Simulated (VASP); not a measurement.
Here is a VASP 6.6.1 calculation.

The input POSCAR:

```
CuI
1.0
    0.0000000000      2.9696152886      2.9696152886
    2.9696152886      0.0000000000      2.9696152886
    2.9696152886      2.9696152886      0.0000000000
I Cu
1 1
Direct
    0.0000000000      0.0000000000      0.0000000000
    0.7500000000      0.7500000000      0.7500000000
```

The input INCAR.step1:

```
PREC     = Accurate       # precision mode
ENCUT    = 520            # plane-wave cutoff, eV
EDIFF    = 1E-5           # SCF threshold, eV
ISMEAR   = -1             # smearing method
SIGMA    = 0.05           # smearing width, eV
LREAL    = False          # projectors in reciprocal space
LASPH    = True           # aspherical terms in the spheres
NELM     = 100            # most SCF steps
ALGO     = Normal         # electronic algorithm
ISIF     = 2              # what is computed and relaxed
LWAVE    = True           # write WAVECAR
LCHARG   = False          # write CHGCAR
NBANDS   = 16             # bands
GGA      = PE             # functional
```

The input INCAR.step2:

```
PREC     = Accurate       # precision mode
ENCUT    = 520            # plane-wave cutoff, eV
EDIFF    = 1E-6           # SCF threshold, eV
ISMEAR   = -1             # smearing method
SIGMA    = 0.05           # smearing width, eV
LREAL    = False          # projectors in reciprocal space
LASPH    = True           # aspherical terms in the spheres
NELM     = 100            # most SCF steps
ALGO     = Normal         # electronic algorithm
ISIF     = 2              # what is computed and relaxed
LWAVE    = False          # write WAVECAR
LCHARG   = False          # write CHGCAR
GGA      = PE             # functional
LHFCALC  = True           # exact exchange
AEXX     = 1.0            # exact-exchange fraction
ALDAC    = 0.0          
AGGAC    = 0.0          
PRECFOCK = Normal       
NBANDS   = 16             # bands
ISTART   = 1
```

File KPOINTS:

```
regular mesh
0
Gamma
  4 4 4
```

Potentials or basis: VASP PAW PBE potentials, release 64 (I, Cu).

The run is started by

```console
$ cat potpaw_PBE.64/I/POTCAR potpaw_PBE.64/Cu/POTCAR > POTCAR
$ cp INCAR.step1 INCAR
$ mpirun -np 1 vasp_std > vasp.out
$ cp INCAR.step2 INCAR
$ mpirun -np 1 vasp_std > vasp.out
```

(1) What does it give for the pressure?

(2) Predict the band gap on the k mesh.

Results:

(1) 12.1 GPa.

(2) 9.98 eV.

Caveat: the k points lie up to 0.46 Å⁻¹ apart; the PAW data sets were made with another functional, which shifts forces and pressure a little; spin-orbit coupling is left out, which moves the levels of the heavy elements.
